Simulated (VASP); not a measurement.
Here is a VASP 6.6.1 calculation.

Contents of POSCAR:

```
SrO
1.0
    0.0000000000      2.4963041928      2.5798927168
    2.5798927168      0.0000000000      2.5798927168
    2.5798927168      2.4963041928      0.0000000000
Sr O
1 1
Direct
    0.5000000000      0.5000000000      0.5000000000
    0.0000000000      0.0000000000      0.0000000000
```

The input INCAR.step1:

```
  PREC = Accurate
  ENCUT = 520
  ISMEAR = 0
  SIGMA = 0.01
  LREAL = False
  LASPH = True
  NELM = 100
  NBANDS = 15
  GGA = PE
  ALGO = Normal
  EDIFF = 1E-4
  LWAVE = True
  LCHARG = False
```

The input INCAR.step2:

```
  PREC = Accurate
  ENCUT = 520
  EDIFF = 1E-6
  ISMEAR = 0
  SIGMA = 0.01
  LREAL = False
  LASPH = True
  NELM = 100
  ALGO = Normal
  ISIF = 2
  LWAVE = False
  LCHARG = False
  METAGGA = R2SCAN
  LMIXTAU = True
  NBANDS = 15
  ISTART = 1
```

KPOINTS

```
Automatic mesh
0
Gamma
  8 8 8
```

Potentials or basis: VASP PAW PBE potentials, release 64 (Sr_sv, O).

Run with:

```sh
$ cat potpaw_PBE.64/Sr_sv/POTCAR potpaw_PBE.64/O/POTCAR > POTCAR
$ cp INCAR.step1 INCAR
$ mpirun -np 1 vasp_std > vasp.out
$ cp INCAR.step2 INCAR
$ mpirun -np 1 vasp_std > vasp.out
```

(1) Predict the pressure.

(2) What does it give for the band gap on the k mesh?

Results:

(1) 4.2 GPa.

(2) 3.55 eV (least direct gap 3.74 eV).

Caveat: the cell differs from its parent crystal (uniaxial y strain -3.2%); the cell stands under pressure; the PAW data sets were made with another functional, which shifts forces and pressure a little.
